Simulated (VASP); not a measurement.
# B2Se3 (P-3m1) in VASP: notebook

B2Se3 is run at these levels: PBE; tasks: single point, relaxation of cell and atoms.

Everything below comes from runs of VASP 6.6.1. Logs are shortened: lines on timing, memory, paths and dates and some standing lists are left out, and cuts for length are marked.

### Step 1. The cell of the first run

Symmetry: P-3m1, No. 164, trigonal system. Conventional cell: a = 4.560 Å, b = 4.560 Å, c = 5.564 Å, α = 90.00°, β = 90.00°, γ = 120.00°. B (site symmetry 3m) has 8 Se at 2.72 to 2.84 Å and 3 B at 3.18 Å within 3.6 Å. Within 3.7 Å of Se (site symmetry -3m) lie 6 B at 2.78 Å and 6 Se at 3.27 Å. Se (site symmetry 3m) has 5 B at 2.72 to 2.84 Å and 6 Se at 3.12 to 3.27 Å within 3.6 Å.

The cell was generated, and may not be a known phase.

### Step 2. Single point, PBE

The input, INCAR:

```
SYSTEM = B2Se3
PREC     = Accurate       ! precision mode
ENCUT    = 520            ! plane-wave cutoff, eV
EDIFF    = 1E-6           ! SCF threshold, eV
ISMEAR   = 0              ! smearing method
SIGMA    = 0.1            ! smearing width, eV
LREAL    = .False.        ! projectors in reciprocal space
LASPH    = .True.         ! aspherical terms in the spheres
NELM     = 80             ! most SCF steps
ALGO     = Normal         ! electronic algorithm
ISIF     = 2              ! what is computed and relaxed
LWAVE    = .False.        ! write WAVECAR
LCHARG   = .False.        ! write CHGCAR
GGA      = PE             ! functional
NBANDS   = 20             ! bands
```

The input, KPOINTS:

```
regular mesh
0
Gamma
  6 6 4
  0 0 0
```

The input, POSCAR:

```
B2Se3
1.0
    4.5599231600      0.0000000000      0.0000000000
   -2.2799615800      3.9490093000      0.0000000000
    0.0000000000      0.0000000000      5.5637722200
B Se
2 3
Direct
    0.3333333300      0.6666666700      0.8395121100
    0.6666666700      0.3333333300      0.1604878900
    0.0000000000      0.0000000000      0.0000000000
    0.3333333300      0.6666666700      0.3499253400
    0.6666666700      0.3333333300      0.6500746600
```

Potentials or basis: VASP PAW PBE potentials, release 64 (B, Se).

Started as:

```bash
> cat potpaw_PBE.64/B/POTCAR potpaw_PBE.64/Se/POTCAR > POTCAR
> mpirun -np 1 vasp_std > vasp.out
```

OUTCAR:

```text
SYSTEM = B2Se3
   PREC = Accurate
   ENCUT = 520
   EDIFF = 1E-6
   ISMEAR = 0
   LREAL = .False.
   LASPH = .True.
   NELM = 80
   ISIF = 2
   GGA = PE

 ion  position               nearest neighbor table
   1  0.333  0.667  0.840-
   2  0.667  0.333  0.160-
   3  0.000  0.000  0.000-
   4  0.333  0.667  0.350-
   5  0.667  0.333  0.650-

  LATTYP: Found a hexagonal cell.
 ALAT       =     4.5599231600
 C/A-ratio  =     1.2201460474

  Lattice vectors:

 A1 = (   4.5599231600,   0.0000000000,   0.0000000000)
 A2 = (  -2.2799615800,   3.9490093000,   0.0000000000)
 A3 = (   0.0000000000,   0.0000000000,   5.5637722200)

Analysis of symmetry for initial positions (statically):
=====================================================================
 Subroutine PRICEL returns:
 Original cell was already a primitive cell.

 Routine SETGRP: Setting up the symmetry group for a
 hexagonal supercell.

 Subroutine GETGRP returns: Found 12 space group operations
 (whereof 12 operations were pure point group operations)
 out of a pool of 24 trial point group operations.

The static configuration has the point symmetry D_3d.

Analysis of symmetry for dynamics (positions and initial velocities):
=====================================================================
 Subroutine PRICEL returns:
 Original cell was already a primitive cell.

 Routine SETGRP: Setting up the symmetry group for a
 hexagonal supercell.

 Subroutine GETGRP returns: Found 12 space group operations
 (whereof 12 operations were pure point group operations)
 out of a pool of 24 trial point group operations.

The dynamic configuration has the point symmetry D_3d.

 Subroutine INISYM returns: Found 12 space group operations
 (whereof 12 operations are pure point group operations),
 and found     1 'primitive' translations

----------------------------------------------------------------------------------------

                                     Primitive cell

  volume of cell :     100.1878

  direct lattice vectors                    reciprocal lattice vectors
     4.559923160  0.000000000  0.000000000     0.219301941  0.126614035  0.000000000
    -2.279961580  3.949009300  0.000000000     0.000000000  0.253228069  0.000000000
     0.000000000  0.000000000  5.563772220     0.000000000  0.000000000  0.179734173

  length of vectors
     4.559923160  4.559923164  5.563772220     0.253228069  0.253228069  0.179734173

  position of ions in fractional coordinates (direct lattice)
     0.333333330  0.666666670  0.839512110
     0.666666670  0.333333330  0.160487890
     0.000000000  0.000000000  0.000000000
     0.333333330  0.666666670  0.349925340
     0.666666670  0.333333330  0.650074660

  ion indices of the primitive-cell ions
   primitive index   ion index
                 1           1
                 2           2
                 3           3
                 4           4
                 5           5

----------------------------------------------------------------------------------------

 KPOINTS: regular mesh

Automatic generation of k-mesh.
 Grid dimensions read from file:
 generate k-points for:    6    6    4

 Generating k-lattice:

  Cartesian coordinates                     Fractional coordinates (reciprocal lattice)
     0.036550324  0.021102339  0.000000000     0.166666667 -0.000000000  0.000000000
     0.000000000  0.042204678  0.000000000     0.000000000  0.166666667  0.000000000
     0.000000000  0.000000000  0.044933543     0.000000000  0.000000000  0.250000000

  Length of vectors
     0.042204678  0.042204678  0.044933543

  Shift w.r.t. Gamma in fractional coordinates (k-lattice)
     0.000000000  0.000000000  0.000000000

 Subroutine IBZKPT returns following result:
 ===========================================

 Found     24 irreducible k-points:

 Following reciprocal coordinates:
            Coordinates               Weight
  0.000000  0.000000  0.000000      1.000000
  0.166667  0.000000  0.000000      6.000000
  0.333333  0.000000  0.000000      6.000000
  0.500000  0.000000  0.000000      3.000000
  0.166667  0.166667  0.000000      6.000000
  0.333333  0.166667  0.000000     12.000000
[... 16 lines left out ...]
  0.333333  0.166667  0.500000     12.000000
  0.333333  0.333333  0.500000      2.000000
   k-points           NKPTS =     24   k-points in BZ     NKDIM =     24   number of bands    NBANDS=     20
   number of dos      NEDOS =    301   number of ions     NIONS =      5
   total plane-waves  NPLWV =  54432
   dimension x,y,z NGX =    36 NGY =   36 NGZ =   42
   dimension x,y,z NGXF=    72 NGYF=   72 NGZF=   84
   ions per type =               2   3
   NGX,Y,Z   is equivalent  to a cutoff of  13.12, 13.12, 12.55 a.u.
   NGXF,Y,Z  is equivalent  to a cutoff of  26.25, 26.25, 25.10 a.u.
 SYSTEM =  B2Se3
   PREC   = accura    normal or accurate (medium, high low for compatibility)
   ISTART =      0    job   : 0-new  1-cont  2-samecut
   ICHARG =      2    charge: 1-file 2-atom 10-const
   ISPIN  =      1    spin polarized calculation?
   LNONCOLLINEAR =      F non collinear calculations
   LSORBIT =      F    spin-orbit coupling
   LASPH  =      T    aspherical Exc in radial PAW
   ENCUT  =  520.0 eV  38.22 Ry    6.18 a.u.   8.48  8.48 10.34*2*pi/ulx,y,z
   NELM   =     80;   NELMIN=  2; NELMDL= -5     # of ELM steps
   EDIFF  = 0.1E-05   stopping-criterion for ELM
   LREAL  =      F    real-space projection
   EDIFFG = 0.1E-04   stopping-criterion for IOM
   NSW    =      0    number of steps for IOM
   IBRION =     -1    ionic relax: 0-MD 1-quasi-New 2-CG
   NFREE  =      0    steps in history (QN), initial steepest desc. (CG)
   ISIF   =      2    stress and relaxation
   ISYM   =      2    0-nonsym 1-usesym 2-fastsym
   POTIM  = 0.5000    time-step for ionic-motion
   TEBEG  =    0.0;   TEEND  =   0.0 temperature during run
   PSTRESS=    0.0 pullay stress
   NELECT =      24.0000    total number of electrons
   NUPDOWN=      -1.0000    fix difference up-down
   EMIN   =  10.00;   EMAX   =-10.00  energy-range for DOS
   EFERMI =   0.00;   METHOD = LEGACY
   ISMEAR =     0;   SIGMA  =   0.10  broadening in eV -4-tet -1-fermi 0-gaus
   EFERMI_NEDOS =   21; number of points for ismear=-14 and -15
   IALGO  =     38    algorithm
   IMIX   =      4    mixing-type and parameters
     AMIX     =   0.40;   BMIX     =  1.00
     AMIX_MAG =   1.60;   BMIX_MAG =  1.00
  volume/ion in A,a.u.               =      20.04       135.22
  Fermi-wavevector in a.u.,A,eV,Ry     =   1.016733  1.921347 14.064967  1.033746
  Thomas-Fermi vector in A             =   2.150094
   LORBIT       =      0    0 simple, 1 ext, 2 COOP (PROOUT), +10 PAW based schemes
   GGA     = PE    functional components
   LHFCALC =     F    Hartree Fock is set to
   AEXX    =    0.0000 exact exchange contribution
   IVDW    =     0    specifies the selected vdW correction
   LEPSILON=     F    determine dielectric tensor
   LRPA    =     F    only Hartree local field effects (RPA)
 non-spin polarized calculation
 Gauss-broadening in eV      SIGMA  =   0.10
  energy-cutoff  :      520.00
  volume of cell :      100.19
 maximum number of plane-waves:      2739
 NGX is ok and might be reduce to    36
   NGX = 17   NGY = 17   NGZ = 21

 number of electron      24.0000002 magnetization

 Free energy of the ion-electron system (eV)
  ---------------------------------------------------
  ext. energy  EPLUGINS =         0.00000000
  ---------------------------------------------------
  free energy    TOTEN  =       -15.84549491 eV

  energy without entropy =      -15.83122416  energy(sigma->0) =      -15.83835953

 E-fermi :   3.2605     XC(G=0):  -9.6364

 val. band max:        3.1938829867   @ k =   0.0000   0.3333   0.2500
 cond. band min:       3.2637564193   @ k =   0.1667   0.0000   0.0000
 fundamental gap:      0.0698734326
 Fermi energy:         3.2605259496

 k-point     1 :       0.0000    0.0000    0.0000
  band No.  band energies     occupation
      1     -11.2997      2.00000
      2      -9.0299      2.00000
      3      -8.6505      2.00000
      4      -2.1630      2.00000
      5      -1.3448      2.00000
      6      -0.0604      2.00000
[... 12 lines left out ...]
     19       6.7957      0.00000
     20       8.5072      0.00000

 k-point     2 :       0.1667    0.0000    0.0000
  band No.  band energies     occupation
      1     -11.1269      2.00000
      2      -9.0568      2.00000
      3      -8.7280      2.00000
      4      -2.6036      2.00000
      5      -1.9633      2.00000
      6      -0.8586      2.00000
[... 12 lines left out ...]
     19       7.1464      0.00000
     20       8.4203      0.00000

 k-point     3 :       0.3333    0.0000    0.0000
  band No.  band energies     occupation
      1     -10.6392      2.00000
      2      -9.3062      2.00000
      3      -8.8717      2.00000
      4      -3.1466      2.00000
      5      -2.3885      2.00000
      6      -1.4826      2.00000
[... 12 lines left out ...]
     19       7.4964      0.00000
     20       8.2016      0.00000

 k-point     4 :       0.5000    0.0000    0.0000
  band No.  band energies     occupation
      1      -9.9927      2.00000
      2      -9.9015      2.00000
      3      -8.8994      2.00000
      4      -3.2263      2.00000
      5      -2.4951      2.00000
      6      -1.6984      2.00000
[... 429 lines left out ...]
 k-point    23 :       0.3333    0.1667    0.5000
  band No.  band energies     occupation
      1      -9.9325      2.00000
      2      -9.7082      2.00000
      3      -9.1010      2.00000
      4      -4.2991      2.00000
      5      -3.3298      2.00000
      6      -1.3175      2.00000
[... 12 lines left out ...]
     19       7.1760      0.00000
     20       7.2582      0.00000

 k-point    24 :       0.3333    0.3333    0.5000
  band No.  band energies     occupation
      1      -9.5681      2.00000
      2      -9.5476      2.00000
      3      -9.5476      2.00000
      4      -4.1202      2.00000
      5      -4.1202      2.00000
      6      -1.7243      2.00000
[... 12 lines left out ...]
     19       7.4337      0.00000
     20       7.4337      0.00000

------------------------ aborting loop because EDIFF is reached ----------------------------------------

  FORCE on cell =-STRESS in cart. coord.  units (eV):
  Direction    XX          YY          ZZ          XY          YZ          ZX
  --------------------------------------------------------------------------------------
  -------------------------------------------------------------------------------------
  Total       -6.6813291     -6.6813291     -5.7156218     -0.0000000     -0.0000000      0.0000000
  in kB     -106.8460381   -106.8460383    -91.4027037     -0.0000000     -0.0000000      0.0000000
  external PRESSURE =    -101.6982600 kB  Pullay stress =       0.0000000 kB

 VOLUME and BASIS-vectors are now :
 -----------------------------------------------------------------------------
  energy-cutoff  :      520.00
  volume of cell :      100.19
      direct lattice vectors                 reciprocal lattice vectors
     4.559923160  0.000000000  0.000000000     0.219301941  0.126614035  0.000000000
    -2.279961580  3.949009300  0.000000000     0.000000000  0.253228069  0.000000000
     0.000000000  0.000000000  5.563772220     0.000000000  0.000000000  0.179734173

 POSITION                                       TOTAL-FORCE (eV/Angst)
 -----------------------------------------------------------------------------------
     -0.00000      2.63267      4.67085         0.000000     -0.000000     -0.466763
      2.27996      1.31634      0.89292        -0.000000      0.000000      0.466763
      0.00000      0.00000      0.00000         0.000000      0.000000     -0.000000
     -0.00000      2.63267      1.94690        -0.000000      0.000000     -0.080989
      2.27996      1.31634      3.61687        -0.000000     -0.000000      0.080989
 -----------------------------------------------------------------------------------
    total drift:                                0.000000      0.000000     -0.000000

  FREE ENERGIE OF THE ION-ELECTRON SYSTEM (eV)
  ---------------------------------------------------
  free  energy   TOTEN  =       -15.8454949062 eV

  energy  without entropy=      -15.8312241551  energy(sigma->0) =      -15.83835953
```

Wall time 43 s (1 thread of Oxide Virtual Turin-like, shared host); peak memory 0.2 GiB.

Results:

```
Free energy            : -15.8455 eV
Pressure               : -10.2 GPa
Largest force          : 0.467 eV/Å
Band gap on the k mesh : zero (bands 12 and 13 overlap by 1.69 eV)
```

Forces in eV/Å, atoms in the order of the input:
```
B    0.000  0.000 -0.467
B    0.000  0.000  0.467
Se   0.000  0.000  0.000
Se   0.000  0.000 -0.081
Se   0.000  0.000  0.081
```

Stress tensor (GPa, compression positive):
```
-10.68   0.00   0.00
  0.00 -10.68   0.00
  0.00   0.00  -9.14
```

Caveat: the cell stands under tension.

(Part 1 of 2 ends here.)

The gap in the log of VASP goes by the Fermi energy; the results here count the filled bands.